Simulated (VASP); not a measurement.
# AlNi in VASP: notebook, part 3 of 3

VASP 6.6.1. The steps go on from the part before.

## Step 5: Electric field gradients, PBEsol, collinear spin, ferromagnetic start (equal xx and yy strain of +1 %)

File INCAR:

```
ALGO = Normal ; EDIFF = 1E-8
ENCUT = 520 ; GGA = PS
ISIF = 2 ; ISMEAR = -1
ISPIN = 2 ; LASPH = T
LCHARG = F ; LEFG = T
LMAXMIX = 4 ; LORBIT = 11
LREAL = F ; LWAVE = F
MAGMOM = 0 1.5 ; NBANDS = 18
NELM = 150 ; PREC = Accurate
SIGMA = 0.05
```

File KPOINTS:

```
k-points
0
Gamma
  13 13 13
```

File POSCAR:

```
AlNi
1.0
    2.9098100000      0.0000000000      0.0000000000
    0.0000000000      2.9098100000      0.0000000000
    0.0000000000      0.0000000000      2.8810000000
Al Ni
1 1
Direct
    0.0000000000      0.0000000000      0.0000000000
    0.5000000000      0.5000000000      0.5000000000
```

Potentials or basis: VASP PAW PBE potentials, release 64 (Al, Ni).

Started as:

```sh
cat potpaw_PBE.64/Al/POTCAR potpaw_PBE.64/Ni/POTCAR > POTCAR
mpirun -np 1 vasp_std > vasp.out
```

OUTCAR:

```text
EDIFF = 1E-8
   ENCUT = 520
   GGA = PS
   ISIF = 2
   ISMEAR = -1
   ISPIN = 2
   LASPH = T
   LORBIT = 11
   LREAL = F
   NELM = 150
   PREC = Accurate

 ion  position               nearest neighbor table
   1  0.000  0.000  0.000-   2 2.51   2 2.51   2 2.51   2 2.51   2 2.51   2 2.51   2 2.51   2 2.51

   2  0.500  0.500  0.500-   1 2.51   1 2.51   1 2.51   1 2.51   1 2.51   1 2.51   1 2.51   1 2.51

  LATTYP: Found a simple tetragonal cell.
 ALAT       =     2.9098100000
 C/A-ratio  =     0.9900990099

  Lattice vectors:

 A1 = (   2.9098100000,   0.0000000000,   0.0000000000)
 A2 = (   0.0000000000,   2.9098100000,   0.0000000000)
 A3 = (   0.0000000000,   0.0000000000,   2.8810000000)

Analysis of symmetry for initial positions (statically):
=====================================================================
 Subroutine PRICEL returns:
[... 1232 lines left out ...]
      1.45490      1.45490      1.44050         0.000000      0.000000      0.000000
 -----------------------------------------------------------------------------------
    total drift:                                0.000000      0.000000     -0.000000

  FREE ENERGIE OF THE ION-ELECTRON SYSTEM (eV)
  ---------------------------------------------------
  free  energy   TOTEN  =       -11.5740228179 eV

  energy  without entropy=      -11.5688361303  energy(sigma->0) =      -11.57142947

 Electric field gradients (V/A^2)
---------------------------------------------------------------------
 ion       V_xx      V_yy      V_zz      V_xy      V_xz      V_yz
---------------------------------------------------------------------
   1       0.230     0.230    -0.460     0.000    -0.000     0.000
   2       1.105     1.105    -2.211    -0.000    -0.000    -0.000
---------------------------------------------------------------------

 Electric field gradients after diagonalization (V/A^2)
 (convention: |V_zz| > |V_xx| > |V_yy|)
----------------------------------------------------------------------
 ion       V_xx      V_yy      V_zz     asymmetry (V_yy - V_xx)/ V_zz
----------------------------------------------------------------------
   1       0.230     0.230    -0.460       0.000
   2       1.105     1.105    -2.211       0.000
----------------------------------------------------------------------

           NMR quadrupolar parameters

 Cq : quadrupolar parameter    Cq=e*Q*V_zz/h
 eta: asymmetry parameters     (V_yy - V_xx)/ V_zz
 Q  : nuclear electric quadrupole moment in mb (millibarn)
----------------------------------------------------------------------
 ion       Cq(MHz)       eta       Q (mb)
----------------------------------------------------------------------
   1      -0.001       0.000       1.000
   2      -0.005       0.000       1.000
----------------------------------------------------------------------

 total charge

# of ion       s       p       d       tot
------------------------------------------
    1        0.381   0.404   0.000   0.784
    2        0.472   0.503   8.469   9.443
--------------------------------------------------
tot          0.853   0.907   8.469  10.228

 magnetization (x)

# of ion       s       p       d       tot
------------------------------------------
    1       -0.000   0.000   0.000  -0.000
    2        0.000   0.000  -0.000  -0.000
--------------------------------------------------
tot         -0.000   0.000  -0.000  -0.000
```

stdout:

```text
POSCAR found type information on POSCAR AlNi
 POSCAR found :  2 types and       2 ions
 scaLAPACK will be used
 -----------------------------------------------------------------------------
|                                                                             |
|                                                                             |
|     You enforced a specific xc type in the INCAR file but a different       |
|     I HOPE YOU KNOW WHAT YOU ARE DOING!                                     |
|                                                                             |
 -----------------------------------------------------------------------------

 LDA part: xc-table for (Slater+PW92), standard interpolation
 POSCAR, INCAR and KPOINTS ok, starting setup
 FFT: planning ... GRIDC
 FFT: planning ... GRID_SOFT
 FFT: planning ... GRID
 WAVECAR not read
 entering main loop
ion   1

ion   2
```

Run time: 4.8 min. Hardware: 1 thread of AMD EPYC 7R13, shared host; peak memory 0.22 GiB.

Results:

* Free energy: -11.5740 eV
* Pressure: -6.2 GPa
* Net moment: 0.00 μB per cell
* Valence electrons inside the program's atomic spheres: Al 0.78; Ni 9.44

Levels at points of the mesh, in eV from the Fermi level:
Spin up:
| k point | band 2 | band 3 | band 4 | band 5 | band 6 | band 7 | band 8 | band 9 | band 10 | band 11 |
| --- | --- | --- | --- | --- | --- | --- | --- | --- | --- | --- |
| (0.00, 0.00, 0.00) | -3.13 | -3.12 | -1.50 | -1.47 | -1.47 | 5.31 | 5.31 | 5.67 | 8.06 | 8.13 |
Spin down:
| k point | band 3 | band 4 | band 5 | band 6 | band 7 | band 8 | band 9 | band 10 |
| --- | --- | --- | --- | --- | --- | --- | --- | --- |
| (0.00, 0.00, 0.00) | -3.12 | -1.50 | -1.47 | -1.47 | 5.31 | 5.31 | 5.67 | 8.06 |

Electric field gradients, principal values (V/Å²):
| atom | least | middle | greatest (by size) |
| --- | --- | --- | --- |
| 1 Al | 0.230 | 0.230 | -0.460 |
| 2 Ni | 1.105 | 1.105 | -2.211 |

Caveat: the cell differs from its parent crystal (equal xx and yy strain of +1 %); the starting moments collapsed, and a magnetic state may lie lower; without QUAD_EFG the Cq values of the log hold for a quadrupole moment of 1 mb, not for the nuclei; the PAW data sets were made with another functional, which shifts forces and pressure a little.

## Step 6: Electric field gradients, PBEsol, collinear spin, ferromagnetic start (zz strain of -2 %)

File INCAR:

```
PREC = Accurate ; ENCUT = 520
EDIFF = 1E-8 ; ISMEAR = -1
SIGMA = 0.05 ; LREAL = False
LASPH = True ; NELM = 150
ALGO = Normal ; ISIF = 2
LWAVE = False ; LCHARG = False
ISPIN = 2 ; MAGMOM = 0 1.5
LORBIT = 11 ; LMAXMIX = 4
GGA = PS ; LEFG = True
NBANDS = 18
```

File KPOINTS:

```
Automatic mesh
0
Gamma
  13 13 13
```

File POSCAR:

```
AlNi
1.0
    2.8810000000      0.0000000000      0.0000000000
    0.0000000000      2.8810000000      0.0000000000
    0.0000000000      0.0000000000      2.8233800000
Al Ni
1 1
Direct
    0.0000000000      0.0000000000      0.0000000000
    0.5000000000      0.5000000000      0.5000000000
```

Potentials or basis: VASP PAW PBE potentials, release 64 (Al, Ni).

Started as:

```sh
cat potpaw_PBE.64/Al/POTCAR potpaw_PBE.64/Ni/POTCAR > POTCAR
mpirun -np 1 vasp_std > vasp.out
```

OUTCAR:

```text
PREC = Accurate
   ENCUT = 520
   EDIFF = 1E-8
   ISMEAR = -1
   LREAL = False
   LASPH = True
   NELM = 150
   ISIF = 2
   ISPIN = 2
   LORBIT = 11
   GGA = PS

 ion  position               nearest neighbor table
   1  0.000  0.000  0.000-   2 2.48   2 2.48   2 2.48   2 2.48   2 2.48   2 2.48   2 2.48   2 2.48

   2  0.500  0.500  0.500-   1 2.48   1 2.48   1 2.48   1 2.48   1 2.48   1 2.48   1 2.48   1 2.48

  LATTYP: Found a simple tetragonal cell.
 ALAT       =     2.8810000000
 C/A-ratio  =     0.9800000000

  Lattice vectors:

 A1 = (   2.8810000000,   0.0000000000,   0.0000000000)
 A2 = (   0.0000000000,   2.8810000000,   0.0000000000)
 A3 = (   0.0000000000,   0.0000000000,   2.8233800000)

Analysis of symmetry for initial positions (statically):
=====================================================================
 Subroutine PRICEL returns:
 Original cell was already a primitive cell.

 Routine SETGRP: Setting up the symmetry group for a
 simple tetragonal supercell.

 Subroutine GETGRP returns: Found 16 space group operations
 (whereof 16 operations were pure point group operations)
 out of a pool of 16 trial point group operations.

The static configuration has the point symmetry D_4h.

Analysis of symmetry for dynamics (positions and initial velocities):
=====================================================================
 Subroutine PRICEL returns:
 Original cell was already a primitive cell.

 Routine SETGRP: Setting up the symmetry group for a
 simple tetragonal supercell.

 Subroutine GETGRP returns: Found 16 space group operations
 (whereof 16 operations were pure point group operations)
 out of a pool of 16 trial point group operations.

The dynamic configuration has the point symmetry D_4h.

Analysis of structural, dynamic, and magnetic symmetry:
=====================================================================
 Subroutine PRICEL returns:
 Original cell was already a primitive cell.

 Routine SETGRP: Setting up the symmetry group for a
 simple tetragonal supercell.

 Subroutine GETGRP returns: Found 16 space group operations
 (whereof 16 operations were pure point group operations)
 out of a pool of 16 trial point group operations.

The overall configuration has the point symmetry D_4h.

 Subroutine INISYM returns: Found 16 space group operations
 (whereof 16 operations are pure point group operations),
 and found     1 'primitive' translations

----------------------------------------------------------------------------------------

                                     Primitive cell

  volume of cell :      23.4345

  direct lattice vectors                    reciprocal lattice vectors
     2.881000000  0.000000000  0.000000000     0.347101701  0.000000000  0.000000000
     0.000000000  2.881000000  0.000000000     0.000000000  0.347101701  0.000000000
     0.000000000  0.000000000  2.823380000     0.000000000  0.000000000  0.354185409

  length of vectors
     2.881000000  2.881000000  2.823380000     0.347101701  0.347101701  0.354185409

  position of ions in fractional coordinates (direct lattice)
[... 104 lines left out ...]
   GGA     = PS    functional components
   LHFCALC =     F    Hartree Fock is set to
   AEXX    =    0.0000 exact exchange contribution
   IVDW    =     0    specifies the selected vdW correction
   LEPSILON=     F    determine dielectric tensor
   LRPA    =     F    only Hartree local field effects (RPA)
 spin polarized calculation
  energy-cutoff  :      520.00
  volume of cell :       23.43
 maximum number of plane-waves:       648
 NGX is ok and might be reduce to    24
   NGX = 11   NGY = 11   NGZ = 11

 number of electron      13.0000009 magnetization       0.0006398

 number of electron      13.0000009 magnetization      -0.0000056

 Free energy of the ion-electron system (eV)
  ---------------------------------------------------
  ext. energy  EPLUGINS =         0.00000000
  ---------------------------------------------------
  free energy    TOTEN  =       -11.59103164 eV

  energy without entropy =      -11.58608496  energy(sigma->0) =      -11.58855830

 E-fermi :  10.1496     XC(G=0): -12.2644

 val. band max:       10.1408273833   @ k =   0.3077   0.3077   0.4615
 cond. band min:      10.1590091247   @ k =   0.3846   0.3077   0.1538
 fundamental gap:      0.0181817414
 Fermi energy:        10.1496136576

 spin component 1

 k-point     1 :       0.0000    0.0000    0.0000
  band No.  band energies     occupation
      1      -1.1144      1.00000
      2       6.8197      1.00000
      3       6.8406      1.00000
      4       8.5406      1.00000
      5       8.6045      1.00000
      6       8.6045      1.00000
[... 493 lines left out ...]
     17      32.6511      0.00000
     18      35.2817      0.00000

 [... further k-points ...]

 spin component 2

 k-point     1 :       0.0000    0.0000    0.0000
  band No.  band energies     occupation
      1      -1.1144      1.00000
      2       6.8197      1.00000
      3       6.8406      1.00000
      4       8.5406      1.00000
      5       8.6045      1.00000
      6       8.6045      1.00000
[... 493 lines left out ...]
     17      32.6511      0.00000
     18      35.2817      0.00000

 [... further k-points ...]
[... 5 lines left out ...]
  --------------------------------------------------------------------------------------
  -------------------------------------------------------------------------------------
  Total       -0.0877543     -0.0877543      0.2597640      0.0000000     -0.0000000      0.0000000
  in kB       -5.9996139     -5.9996139     17.7596227      0.0000000     -0.0000000      0.0000000
  external PRESSURE =       1.9201316 kB  Pullay stress =       0.0000000 kB

 VOLUME and BASIS-vectors are now :
 -----------------------------------------------------------------------------
  energy-cutoff  :      520.00
  volume of cell :       23.43
      direct lattice vectors                 reciprocal lattice vectors
     2.881000000  0.000000000  0.000000000     0.347101701  0.000000000  0.000000000
     0.000000000  2.881000000  0.000000000     0.000000000  0.347101701  0.000000000
     0.000000000  0.000000000  2.823380000     0.000000000  0.000000000  0.354185409

 POSITION                                       TOTAL-FORCE (eV/Angst)
 -----------------------------------------------------------------------------------
      0.00000      0.00000      0.00000         0.000000      0.000000      0.000000
      1.44050      1.44050      1.41169         0.000000      0.000000      0.000000
 -----------------------------------------------------------------------------------
    total drift:                                0.000000      0.000000     -0.000000

  FREE ENERGIE OF THE ION-ELECTRON SYSTEM (eV)
  ---------------------------------------------------
  free  energy   TOTEN  =       -11.5910316447 eV

  energy  without entropy=      -11.5860849609  energy(sigma->0) =      -11.58855830

 Electric field gradients (V/A^2)
---------------------------------------------------------------------
 ion       V_xx      V_yy      V_zz      V_xy      V_xz      V_yz
---------------------------------------------------------------------
   1       0.511     0.511    -1.022     0.000     0.000     0.000
   2       2.370     2.370    -4.739    -0.000    -0.000    -0.000
---------------------------------------------------------------------

 Electric field gradients after diagonalization (V/A^2)
 (convention: |V_zz| > |V_xx| > |V_yy|)
----------------------------------------------------------------------
 ion       V_xx      V_yy      V_zz     asymmetry (V_yy - V_xx)/ V_zz
----------------------------------------------------------------------
   1       0.511     0.511    -1.022       0.000
   2       2.370     2.370    -4.739       0.000
----------------------------------------------------------------------

           NMR quadrupolar parameters

 Cq : quadrupolar parameter    Cq=e*Q*V_zz/h
 eta: asymmetry parameters     (V_yy - V_xx)/ V_zz
 Q  : nuclear electric quadrupole moment in mb (millibarn)
----------------------------------------------------------------------
 ion       Cq(MHz)       eta       Q (mb)
----------------------------------------------------------------------
   1      -0.002       0.000       1.000
   2      -0.011       0.000       1.000
----------------------------------------------------------------------

 total charge

# of ion       s       p       d       tot
------------------------------------------
    1        0.385   0.422   0.000   0.806
    2        0.488   0.538   8.488   9.514
--------------------------------------------------
tot          0.873   0.959   8.488  10.320

 magnetization (x)

# of ion       s       p       d       tot
------------------------------------------
    1       -0.000   0.000   0.000   0.000
    2       -0.000   0.000  -0.000  -0.000
--------------------------------------------------
tot         -0.000   0.000  -0.000  -0.000
```

OSZICAR:

```text
N       E                     dE             d eps       ncg     rms          rms(c)
DAV:   1     0.451413770196E+02    0.45141E+02   -0.50742E+03 14442   0.766E+02
DAV:   2    -0.104523658123E+02   -0.55594E+02   -0.49102E+02 15294   0.164E+02
DAV:   3    -0.130743272249E+02   -0.26220E+01   -0.25708E+01 16958   0.366E+01
DAV:   4    -0.131073516515E+02   -0.33024E-01   -0.32995E-01 16422   0.365E+00
DAV:   5    -0.131080766172E+02   -0.72497E-03   -0.72491E-03 16514   0.586E-01    0.140E+01
DAV:   6    -0.156680287504E+02   -0.25600E+01   -0.47926E+01 16126   0.828E+01    0.179E+01
DAV:   7    -0.116234354945E+02    0.40446E+01   -0.14096E+01 16076   0.478E+01    0.195E+00
DAV:   8    -0.116052142656E+02    0.18221E-01   -0.38970E-01 18506   0.600E+00    0.111E+00
DAV:   9    -0.115909280506E+02    0.14286E-01   -0.37706E-02 17080   0.178E+00    0.645E-01
DAV:  10    -0.115911665308E+02   -0.23848E-03   -0.13709E-03 19394   0.350E-01    0.205E-01
DAV:  11    -0.115909702137E+02    0.19632E-03   -0.12432E-03 18076   0.301E-01    0.991E-02
DAV:  12    -0.115910367483E+02   -0.66535E-04   -0.16512E-04 18386   0.121E-01    0.443E-02
DAV:  13    -0.115910322680E+02    0.44803E-05   -0.11013E-05 18844   0.369E-02    0.172E-02
DAV:  14    -0.115910316844E+02    0.58365E-06   -0.24167E-06 19570   0.175E-02    0.608E-03
DAV:  15    -0.115910316934E+02   -0.90122E-08   -0.24274E-07 19422   0.463E-03    0.187E-03
DAV:  16    -0.115910316518E+02    0.41589E-07   -0.81036E-09  9546   0.829E-04    0.666E-04
DAV:  17    -0.115910316447E+02    0.70806E-08   -0.12446E-09  7750   0.327E-04
   1 F= -.11591032E+02 E0= -.11588558E+02  d E =-.494668E-02  mag=    -0.0000
```

stdout:

```text
POSCAR found type information on POSCAR AlNi
 POSCAR found :  2 types and       2 ions
 scaLAPACK will be used
 -----------------------------------------------------------------------------
|                                                                             |
|                                                                             |
|     You enforced a specific xc type in the INCAR file but a different       |
|     I HOPE YOU KNOW WHAT YOU ARE DOING!                                     |
|                                                                             |
 -----------------------------------------------------------------------------

 LDA part: xc-table for (Slater+PW92), standard interpolation
 POSCAR, INCAR and KPOINTS ok, starting setup
 FFT: planning ... GRIDC
 FFT: planning ... GRID_SOFT
 FFT: planning ... GRID
 WAVECAR not read
 entering main loop
ion   1

ion   2
```

Run time: 1.9 min. Hardware: 1 thread of AMD EPYC 9R45 (Zen 5), shared host; peak memory 0.21 GiB.

Results:

| Property | Result |
| --- | --- |
| Free energy | -11.5910 eV |
| Pressure | 0.2 GPa |
| Net moment | 0.00 μB per cell |
| Valence electrons inside the program's atomic spheres | Al 0.81; Ni 9.51 |

Electric field gradients, principal values (V/Å²):
```tsv
atom	least	middle	greatest (by size)
1 Al	0.511	0.511	-1.022
2 Ni	2.370	2.370	-4.739
```

Caveat: the cell differs from its parent crystal (zz strain of -2 %); the starting moments collapsed, and a magnetic state may lie lower; without QUAD_EFG the Cq values of the log hold for a quadrupole moment of 1 mb, not for the nuclei; the PAW data sets were made with another functional, which shifts forces and pressure a little.
